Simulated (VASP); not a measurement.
Wanted: the native input for a VASP 6.6.1 run.

```
Task                   : single point
Functional             : PBE
Potentials or basis    : VASP PAW PBE potentials, release 64 (Li_sv, Cl, Ca_sv)
Cutoff                 : 520 eV
k mesh                 : 1 × 1 × 1
Occupations            : fermi-dirac, width 0.0552 eV
Spin                   : no spin polarisation
Dipole correction      : no
Further INCAR settings : LREAL = Auto; ALGO = Normal; EDIFF = 1e-07; NBANDS = 67; ISYM = 0
```

The structure of Li8CaCl10 lies in POSCAR:

```
Li8CaCl10
1.0
    7.6216650000     -0.1881850000     -0.0394400000
   -0.1881850000      7.3227830000     -0.1529230000
   -0.0394400000     -0.1529230000      7.6842230000
Li Cl Ca
8 10 1
Direct
    0.4241160902      0.8752517530      0.6077461914
    0.7869527600      0.7077371228      0.4202027584
    0.6179900860      0.1913914940      0.3090111636
    0.2483476626      0.7714977144      0.0621295838
    0.4000150179      0.3380721149      0.9087312529
    0.1021718582      0.1200475957      0.2596226966
    0.6982294428      0.7236814215      0.9168843360
    0.2073893981      0.4368995687      0.4953745396
    0.9159876316      0.3681433242      0.3466485985
    0.7391627700      0.9890845573      0.5102975743
    0.1461134611      0.5360233708      0.8153218636
    0.1950495124      0.7842806521      0.3632653949
    0.9392779629      0.9316187699      0.0004385687
    0.5296368197      0.5799443137      0.5469723745
    0.4661182427      0.8769335940      0.9151203732
    0.6962967996      0.4142469939      0.9068173632
    0.2571547175      0.1561261457      0.6249368948
    0.3546161770      0.2418743982      0.1862720825
    0.9326141088      0.2163669049      0.7577663710
```

One way to write it, as run:

INCAR

```
SYSTEM = Li8CaCl10
ALGO = Normal ; EDIFF = 1E-7
ENCUT = 520 ; GGA = PE
ISIF = 2 ; ISMEAR = -1
ISYM = 0 ; LASPH = .TRUE.
LCHARG = .FALSE. ; LREAL = Auto
LWAVE = .FALSE. ; NBANDS = 67
NELM = 80 ; PREC = Accurate
SIGMA = 0.0552
```

KPOINTS

```
k-points
0
G
  1 1 1
  0 0 0
```

Potentials or basis: VASP PAW PBE potentials, release 64 (Li_sv, Cl, Ca_sv).

Run with:

```console
$ cat potpaw_PBE.64/Li_sv/POTCAR potpaw_PBE.64/Cl/POTCAR potpaw_PBE.64/Ca_sv/POTCAR > POTCAR
$ mpirun -np 1 vasp_gam > vasp.out
```

It gave:

| Property | Result |
| --- | --- |
| Largest force | 0.828 eV/Å |
| Band gap on the k mesh | 4.46 eV |

Caveat: the k points lie up to 0.86 Å⁻¹ apart.

Run time: 100 s on 1 thread of Intel Xeon 6975P-C (shared host), peak memory 0.42 GiB.
